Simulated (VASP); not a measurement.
# FeO (P6_3/mmc) in VASP: single point with PBE+U

Aim: the single point of FeO with PBE+U.

All numbers are computed with VASP 6.6.1; they aren't measurements. Logs are shortened: lines on timing, memory, paths and dates and some standing lists are left out, and cuts for length are marked.

**1. The cell of the first run**

It takes space group P6_3/mmc (No. 194, hexagonal). Conventional cell: a = 2.950 Å, b = 2.950 Å, c = 5.200 Å, α = 90.00°, β = 90.00°, γ = 120.00°. Fe (site symmetry -3m) has 6 O at 2.14 Å and 2 Fe at 2.60 Å within 2.8 Å. O (site symmetry -6m2) has 6 Fe at 2.14 Å within 2.8 Å.

**2. Single point, PBE+U, collinear spin, antiferromagnetic start**

The input, INCAR:

```
SYSTEM = FeO
ALGO     = Normal         ! electronic algorithm
EDIFF    = 1E-6           ! SCF threshold, eV
ENCUT    = 600            ! plane-wave cutoff, eV
GGA      = PE             ! functional
GGA_COMPAT= .False.      
ISIF     = 2              ! what is computed and relaxed
ISMEAR   = -1             ! smearing method
ISPIN    = 2              ! spin polarisation
LASPH    = .True.         ! aspherical terms in the spheres
LCHARG   = .False.        ! write CHGCAR
LDAU     = .True.         ! DFT+U
LDAUJ    = 0 0          
LDAUL    = 2 -1           ! shell
LDAUPRINT= 1            
LDAUTYPE = 2            
LDAUU    = 3 0            ! U, eV
LMAXMIX  = 4              ! l up to which the mixer works
LORBIT   = 11             ! projections on sites
LREAL    = .False.        ! projectors in reciprocal space
LWAVE    = .False.        ! write WAVECAR
MAGMOM   = 4 -4 0 0       ! initial moments
NBANDS   = 26             ! bands
NELM     = 200            ! most SCF steps
PREC     = Accurate       ! precision mode
SIGMA    = 0.02           ! smearing width, eV
```

The input, KPOINTS:

```
k-points
0
Gamma
  6 6 4
  0 0 0
```

The input, POSCAR:

```
FeO
1.0
    2.9500000000      0.0000000000      0.0000000000
   -1.4750000000      2.5547750000      0.0000000000
    0.0000000000      0.0000000000      5.2000000000
Fe O
2 2
Direct
    0.0000000000      0.0000000000      0.0000000000
    0.0000000000      0.0000000000      0.5000000000
    0.3333330000      0.6666670000      0.2500000000
    0.6666670000      0.3333330000      0.7500000000
```

Potentials or basis: VASP PAW PBE potentials, release 64 (Fe, O).

Command:

```bash
$ cat potpaw_PBE.64/Fe/POTCAR potpaw_PBE.64/O/POTCAR > POTCAR
$ mpirun -np 1 vasp_std > vasp.out
```

OUTCAR:

```text
SYSTEM = FeO
   EDIFF = 1E-6
   ENCUT = 600
   GGA = PE
   ISIF = 2
   ISMEAR = -1
   ISPIN = 2
   LASPH = .True.
   LORBIT = 11
   LREAL = .False.
   NELM = 200
   PREC = Accurate

 ion  position               nearest neighbor table
   1  0.000  0.000  0.000-   3 2.14   4 2.14   4 2.14   3 2.14   4 2.14   3 2.14   2 2.60   2 2.60

   2  0.000  0.000  0.500-   3 2.14   4 2.14   4 2.14   3 2.14   4 2.14   3 2.14   1 2.60   1 2.60

   3  0.333  0.667  0.250-   1 2.14   2 2.14   1 2.14   2 2.14   1 2.14   2 2.14
   4  0.667  0.333  0.750-   1 2.14   2 2.14   1 2.14   2 2.14   1 2.14   2 2.14

  LATTYP: Found a hexagonal cell.
 ALAT       =     2.9500000000
 C/A-ratio  =     1.7627118644

  Lattice vectors:

 A1 = (   2.9500000000,   0.0000000000,   0.0000000000)
 A2 = (  -1.4750000000,   2.5547750000,   0.0000000000)
 A3 = (   0.0000000000,   0.0000000000,   5.2000000000)

Analysis of symmetry for initial positions (statically):
=====================================================================
 Subroutine PRICEL returns:
 Original cell was already a primitive cell.

 Routine SETGRP: Setting up the symmetry group for a
 hexagonal supercell.

 Subroutine GETGRP returns: Found 24 space group operations
 (whereof 12 operations were pure point group operations)
 out of a pool of 24 trial point group operations.

The static configuration has the point symmetry D_3d.
 The point group associated with its full space group is D_6h.

Analysis of symmetry for dynamics (positions and initial velocities):
=====================================================================
 Subroutine PRICEL returns:
 Original cell was already a primitive cell.

 Routine SETGRP: Setting up the symmetry group for a
 hexagonal supercell.

 Subroutine GETGRP returns: Found 24 space group operations
 (whereof 12 operations were pure point group operations)
 out of a pool of 24 trial point group operations.

The dynamic configuration has the point symmetry D_3d.
 The point group associated with its full space group is D_6h.

Analysis of structural, dynamic, and magnetic symmetry:
=====================================================================
 Subroutine PRICEL returns:
 Original cell was already a primitive cell.

 Routine SETGRP: Setting up the symmetry group for a
 hexagonal supercell.

 Subroutine GETGRP returns: Found 24 space group operations
 (whereof 12 operations were pure point group operations)
 out of a pool of 24 trial point group operations.

The overall configuration has the point symmetry D_3d.
 The point group associated with its full space group is D_6h.

 Subroutine INISYM returns: Found 24 space group operations
 (whereof 12 operations are pure point group operations),
 and found     1 'primitive' translations

----------------------------------------------------------------------------------------

                                     Primitive cell

  volume of cell :      39.1902

  direct lattice vectors                    reciprocal lattice vectors
     2.950000000  0.000000000  0.000000000     0.338983051  0.195711951  0.000000000
    -1.475000000  2.554775000  0.000000000     0.000000000  0.391423902  0.000000000
     0.000000000  0.000000000  5.200000000     0.000000000  0.000000000  0.192307692

  length of vectors
     2.950000000  2.950000051  5.200000000     0.391423909  0.391423902  0.192307692

[... 148 lines left out ...]
  o =  0.1402  v =  0.0000  0.0000  0.0000  0.0000  0.0000 -0.6350 -0.0000  0.0000  0.7725  0.0000      0.0000  0.0000  0.0000  0.0000  0.0000  0.0000  0.0000  0.0000  0.0000  0.0000
  o =  0.1402  v =  0.0000  0.0000  0.0000  0.0000  0.0000  0.0000  0.7725  0.0000  0.0000 -0.6350      0.0000  0.0000  0.0000  0.0000  0.0000  0.0000  0.0000  0.0000  0.0000  0.0000
  o =  0.9050  v =  0.0000  0.0000  0.0000  0.0000  0.0000  0.0000  0.0000 -1.0000  0.0000 -0.0000      0.0000  0.0000  0.0000  0.0000  0.0000  0.0000  0.0000  0.0000  0.0000  0.0000
  o =  0.9619  v = -0.8317  0.0000  0.0000 -0.5552  0.0000  0.0000  0.0000  0.0000  0.0000  0.0000      0.0000  0.0000  0.0000  0.0000  0.0000  0.0000  0.0000  0.0000  0.0000  0.0000
  o =  0.9619  v =  0.0000  0.5552 -0.0000  0.0000  0.8317  0.0000  0.0000  0.0000  0.0000  0.0000      0.0000  0.0000  0.0000  0.0000  0.0000  0.0000  0.0000  0.0000  0.0000  0.0000
  o =  0.9633  v =  0.0000  0.0000  1.0000  0.0000  0.0000  0.0000  0.0000  0.0000  0.0000  0.0000      0.0000  0.0000  0.0000  0.0000  0.0000  0.0000  0.0000  0.0000  0.0000  0.0000
  o =  1.0021  v = -0.5552 -0.0000 -0.0000  0.8317 -0.0000  0.0000  0.0000  0.0000  0.0000  0.0000      0.0000  0.0000  0.0000  0.0000  0.0000  0.0000  0.0000  0.0000  0.0000  0.0000
  o =  1.0021  v =  0.0000  0.8317 -0.0000 -0.0000 -0.5552  0.0000  0.0000  0.0000  0.0000  0.0000      0.0000  0.0000  0.0000  0.0000  0.0000  0.0000  0.0000  0.0000  0.0000  0.0000

atom =   2  type =  1  l = 2

 onsite density matrix

spin component  1

  0.0902 -0.0000 -0.0000  0.0411 -0.0000
 -0.0000  0.1064  0.0000 -0.0000  0.0411
 -0.0000  0.0000  0.9050 -0.0000  0.0000
  0.0411 -0.0000 -0.0000  0.1064  0.0000
 -0.0000  0.0411  0.0000  0.0000  0.0902

spin component  2

  0.9743  0.0000  0.0000  0.0186  0.0000
  0.0000  0.9897  0.0000  0.0000  0.0186
  0.0000  0.0000  0.9633  0.0000  0.0000
  0.0186  0.0000  0.0000  0.9897 -0.0000
  0.0000  0.0186  0.0000 -0.0000  0.9743

 occupancies and eigenvectors

  o =  0.0564  v =  0.7725 -0.0000 -0.0000 -0.6350  0.0000  0.0000  0.0000  0.0000  0.0000  0.0000      0.0000  0.0000  0.0000  0.0000  0.0000  0.0000  0.0000  0.0000  0.0000  0.0000
  o =  0.0564  v = -0.0000 -0.6350 -0.0000  0.0000  0.7725  0.0000  0.0000  0.0000  0.0000  0.0000      0.0000  0.0000  0.0000  0.0000  0.0000  0.0000  0.0000  0.0000  0.0000  0.0000
  o =  0.1402  v =  0.6350  0.0000 -0.0000  0.7725  0.0000  0.0000  0.0000  0.0000  0.0000  0.0000      0.0000  0.0000  0.0000  0.0000  0.0000  0.0000  0.0000  0.0000  0.0000  0.0000
  o =  0.1402  v = -0.0000  0.7725 -0.0000 -0.0000  0.6350  0.0000  0.0000  0.0000  0.0000  0.0000      0.0000  0.0000  0.0000  0.0000  0.0000  0.0000  0.0000  0.0000  0.0000  0.0000
  o =  0.9050  v =  0.0000 -0.0000 -1.0000  0.0000 -0.0000  0.0000  0.0000  0.0000  0.0000  0.0000      0.0000  0.0000  0.0000  0.0000  0.0000  0.0000  0.0000  0.0000  0.0000  0.0000
  o =  0.9619  v =  0.0000  0.0000  0.0000  0.0000  0.0000 -0.8317  0.0000  0.0000  0.5552  0.0000      0.0000  0.0000  0.0000  0.0000  0.0000  0.0000  0.0000  0.0000  0.0000  0.0000
  o =  0.9619  v =  0.0000  0.0000  0.0000  0.0000  0.0000  0.0000  0.5552  0.0000  0.0000 -0.8317      0.0000  0.0000  0.0000  0.0000  0.0000  0.0000  0.0000  0.0000  0.0000  0.0000
  o =  0.9633  v =  0.0000  0.0000  0.0000  0.0000  0.0000  0.0000  0.0000 -1.0000  0.0000 -0.0000      0.0000  0.0000  0.0000  0.0000  0.0000  0.0000  0.0000  0.0000  0.0000  0.0000
  o =  1.0021  v =  0.0000  0.0000  0.0000  0.0000  0.0000 -0.5552 -0.0000 -0.0000 -0.8317 -0.0000      0.0000  0.0000  0.0000  0.0000  0.0000  0.0000  0.0000  0.0000  0.0000  0.0000
  o =  1.0021  v =  0.0000  0.0000  0.0000  0.0000  0.0000  0.0000 -0.8317 -0.0000  0.0000 -0.5552      0.0000  0.0000  0.0000  0.0000  0.0000  0.0000  0.0000  0.0000  0.0000  0.0000

 number of electron      28.0000001 magnetization       0.0000000

 Free energy of the ion-electron system (eV)
  ---------------------------------------------------
  ext. energy  EPLUGINS =         0.00000000
  ---------------------------------------------------
  free energy    TOTEN  =       -27.24314352 eV

  energy without entropy =      -27.24314352  energy(sigma->0) =      -27.24314352

 E-fermi :   6.2934     XC(G=0): -12.1918

 val. band max:        5.7401519862   @ k =   0.0000   0.0000   0.0000
 cond. band min:       7.0988807168   @ k =   0.0000   0.0000   0.0000
 fundamental gap:      1.3587287306
 Fermi energy:         6.2933708453

 spin component 1

 k-point     1 :       0.0000    0.0000    0.0000
  band No.  band energies     occupation
      1     -14.1165      1.00000
      2     -13.0253      1.00000
      3      -2.3598      1.00000
      4      -0.3131      1.00000
      5      -0.3130      1.00000
      6       1.4250      1.00000
[... 598 lines left out ...]
     25      21.0563      0.00000
     26      21.2154      0.00000
 Fermi energy:         6.2933708453

 spin component 2

 k-point     1 :       0.0000    0.0000    0.0000
  band No.  band energies     occupation
      1     -14.1165      1.00000
      2     -13.0253      1.00000
      3      -2.3598      1.00000
      4      -0.3131      1.00000
      5      -0.3130      1.00000
      6       1.4250      1.00000
[... 598 lines left out ...]
     25      21.0563      0.00000
     26      21.2154      0.00000

------------------------ aborting loop because EDIFF is reached ----------------------------------------

  FORCE on cell =-STRESS in cart. coord.  units (eV):
  Direction    XX          YY          ZZ          XY          YZ          ZX
  --------------------------------------------------------------------------------------
  -------------------------------------------------------------------------------------
  Total        2.9597615      2.9597616      1.6028429      0.0000000      0.0000000      0.0000000
  in kB      121.0010903    121.0010958     65.5274904      0.0000000      0.0000000      0.0000000
  external PRESSURE =     102.5098922 kB  Pullay stress =       0.0000000 kB

 VOLUME and BASIS-vectors are now :
 -----------------------------------------------------------------------------
  energy-cutoff  :      600.00
  volume of cell :       39.19
      direct lattice vectors                 reciprocal lattice vectors
     2.950000000  0.000000000  0.000000000     0.338983051  0.195711951  0.000000000
    -1.475000000  2.554775000  0.000000000     0.000000000  0.391423902  0.000000000
     0.000000000  0.000000000  5.200000000     0.000000000  0.000000000  0.192307692

 POSITION                                       TOTAL-FORCE (eV/Angst)
 -----------------------------------------------------------------------------------
      0.00000      0.00000      0.00000         0.000000      0.000000      0.000000
      0.00000      0.00000      2.60000         0.000000      0.000000      0.000000
     -0.00000      1.70318      1.30000        -0.000000      0.000000      0.000000
      1.47500      0.85159      3.90000         0.000000     -0.000000      0.000000
 -----------------------------------------------------------------------------------
    total drift:                                0.000000     -0.000000      0.000000

  FREE ENERGIE OF THE ION-ELECTRON SYSTEM (eV)
  ---------------------------------------------------
  free  energy   TOTEN  =       -27.2431435200 eV

  energy  without entropy=      -27.2431435200  energy(sigma->0) =      -27.24314352

 total charge

# of ion       s       p       d       tot
------------------------------------------
    1        0.304   0.394   6.165   6.862
    2        0.304   0.394   6.165   6.862
    3        1.553   3.461   0.000   5.013
    4        1.553   3.461   0.000   5.013
--------------------------------------------------
tot          3.712   7.709  12.330  23.751

 magnetization (x)

# of ion       s       p       d       tot
------------------------------------------
    1        0.011   0.007   3.590   3.607
    2       -0.011  -0.007  -3.590  -3.607
    3        0.000   0.000   0.000   0.000
    4        0.000   0.000   0.000   0.000
--------------------------------------------------
tot          0.000   0.000   0.000   0.000
```

Run time: 35 s. Hardware: 1 thread of Intel Xeon 6975P-C (Granite Rapids), shared host; peak memory 0.19 GiB.

What came out:

* Free energy: -27.2431 eV
* Pressure: 10.3 GPa
* Band gap on the k mesh: 1.36 eV, direct
* Net moment: 0.00 μB per cell
* Site moments: Fe +3.61, -3.61; O +0.00 μB
* Valence electrons inside the program's atomic spheres: Fe 6.86; O 5.01

Stress tensor (GPa, compression positive):
```
12.10  0.00  0.00
 0.00 12.10  0.00
 0.00  0.00  6.55
```

Eigenvalues of the final occupation matrices:
```
    site  spin  trace               eigenvalues
site 1 d     1   4.89  0.96 0.96 0.96 1.00 1.00
site 1 d     2   1.30  0.06 0.06 0.14 0.14 0.91
site 2 d     1   1.30  0.06 0.06 0.14 0.14 0.91
site 2 d     2   4.89  0.96 0.96 0.96 1.00 1.00
```
